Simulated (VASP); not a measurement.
Cu: single point with PBEsol

Cu:

```xyz
1
Lattice="-1.5582 1.5582 1.3210 1.5582 -1.5582 1.3210 1.5582 1.5582 -1.3210" Properties=species:S:1:pos:R:3 pbc="T T T"
Cu    0.0000    0.0000    0.0000
```

This cell differs from its parent crystal: strain +0.080 along x and y, -0.040 along z.

* Program: VASP 6.6.1
* Task: single point
* Functional: PBEsol
* Potentials or basis: VASP PAW PBE potentials, release 64 (Cu)
* Cutoff: 520 eV
* k mesh: 24 × 24 × 24
* Occupations: gaussian, width 0.15 eV
* Spin: no spin polarisation

```
Pressure : -13.4 GPa
```

Stress tensor (GPa, compression positive):
```
-14.18   0.00   0.00
  0.00 -14.18   0.00
  0.00   0.00 -11.83
```

Levels at points of the mesh, in eV from the Fermi level:
```csv
k point,band 4,band 5,band 6,band 7,band 8,band 9
"(0.00, 0.00, 0.00)",-2.58,-2.40,-1.73,21.57,21.57,24.94
"(0.50, 0.00, 0.00)",-1.55,-1.36,0.08,4.63,15.28,15.58
"(0.50, 0.50, 0.00)",-2.01,-1.38,-1.12,2.85,19.98,19.98
"(0.50, 0.50, 0.50)",-1.50,-1.37,5.96,5.96,11.53,11.54
```

Run time: 89 s on 1 thread of Intel(R) Xeon(R) Platinum 8488C (Sapphire Rapids), on a shared host, peak memory 0.26 GiB.

Caveat: the cell differs from its parent crystal (strain +0.080 along x and y, -0.040 along z); the PAW data sets were made with another functional, which shifts forces and pressure a little.
